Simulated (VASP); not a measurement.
## Nd3Si2I: relaxation of cell and atoms with PBE

The system is Nd3Si2I.

```xyz
6
Lattice="5.0926 0.0000 0.0000 -2.5463 4.4104 0.0000 0.0000 0.0000 6.3773" Properties=species:S:1:pos:R:3 pbc="T T T"
Nd    0.0000    2.9402    4.6157
Nd    2.5463    1.4701    1.7615
Nd    0.0000    0.0000    0.0000
Si    0.0000    2.9402    1.3975
Si    2.5463    1.4701    4.9797
I     0.0000    0.0000    3.1886
```

The cell was built from a structure type or drawn by symmetry, and may not be a known phase.

```
Program                : VASP 6.6.1
Task                   : relaxation of cell and atoms
Functional             : PBE
Potentials or basis    : VASP PAW PBE potentials, release 64 (Nd_3, Si, I), 4f in core
Cutoff                 : 500 eV
k mesh                 : 3 × 3 × 2
Occupations            : gaussian, width 0.15 eV
Spin                   : no spin polarisation
Dipole correction      : no
Mended                 : yes
Further INCAR settings : ALGO = Normal; EDIFF = 1e-07; IBRION = 2; EDIFFG = -0.08; NSW = 36; ISIF = 3
```

```json
{
  "Relaxed volume": "26.92 Å³/atom",
  "Relaxed cell": "a = 5.508 Å, b = 5.508 Å, c = 6.148 Å, α = 90.00°, β = 90.00°, γ = 120.00°",
  "Space group after relaxing (to 0.1 Å)": "P-3m1 (No. 164)",
  "Energy gained by relaxing": "135.6 meV/atom",
  "Ionic steps": "11",
  "Pressure after relaxing": "-0.2 GPa",
  "Largest force after relaxing": "0.076 eV/Å",
  "Band gap on the k mesh": "zero (bands 24 and 25 overlap by 0.06 eV)"
}
```

Forces on the atoms (eV/Å):
```
Nd   0.000  0.000 -0.076
Nd   0.000  0.000  0.076
Nd   0.000  0.000  0.000
Si   0.000  0.000 -0.045
Si   0.000  0.000  0.045
I    0.000  0.000  0.000
```

Stress tensor (GPa, compression positive):
```
-0.23  0.00  0.00
 0.00 -0.23  0.00
 0.00  0.00 -0.15
```

Step by step:
| step | energy change (eV) | largest force (eV/Å) | pressure (GPa) | volume (Å³) |
| --- | --- | --- | --- | --- |
| 1 | 0.0000 | 0.9131 | 9.13 | 143.24 |
| 2 | -0.5205 | 0.3991 | -3.57 | 173.21 |
| 3 | -0.6117 | 0.5129 | -0.76 | 163.73 |
| 4 | -0.7105 | 0.3258 | -0.52 | 162.46 |
| 5 | -0.7387 | 0.3299 | 1.51 | 158.14 |
| 6 | -0.7982 | 0.1260 | 0.09 | 160.59 |
| 7 | -0.8043 | 0.1750 | 0.46 | 159.83 |
| 8 | -0.8047 | 0.1643 | 0.38 | 159.98 |
| 9 | -0.8092 | 0.1262 | -0.24 | 161.69 |
| 10 | -0.8093 | 0.1227 | -0.29 | 161.85 |
| 11 | -0.8137 | 0.0755 | -0.20 | 161.53 |

Final structure:
```
Nd Si I
1.0
     5.50779    0.00000    0.00000
    -2.75390    4.76989    0.00000
     0.00000    0.00000    6.14845
Nd Si I
3 2 1
Direct
  0.33333 0.66667 0.71255
  0.66667 0.33333 0.28745
  0.00000 0.00000 0.00000
  0.33333 0.66667 0.20105
  0.66667 0.33333 0.79895
  0.00000 0.00000 0.50000
```

Levels at points of the mesh, in eV from the Fermi level:
| k point | band 21 | band 22 | band 23 | band 24 | band 25 | band 26 | band 27 | band 28 |
| --- | --- | --- | --- | --- | --- | --- | --- | --- |
| (0.00, 0.00, 0.00) | -1.13 | -0.89 | -0.89 | 0.06 | 0.06 | 1.03 | 1.09 | 1.31 |
| (0.00, 0.00, 0.50) | -1.84 | -1.65 | -1.65 | -1.42 | 0.72 | 0.72 | 1.77 | 1.77 |

Run time: 2.3 min on 1 thread of Intel(R) Xeon(R) 6975P-C (Granite Rapids) (shared host), peak memory 0.28 GiB.

Caveat: the k points lie up to 0.51 Å⁻¹ apart in the final cell; spin-orbit coupling is left out, which moves the levels of the heavy elements; the 4f electrons are frozen in the core, so they carry no moment and show no levels; the run has no spin polarisation, though such a crystal can be magnetic; the relaxation stopped at a loose force limit of 0.08 eV/Å, so its end isn't a converged minimum. Spin polarisation is off, so any magnetic state and its effect on volume and gap are missing.
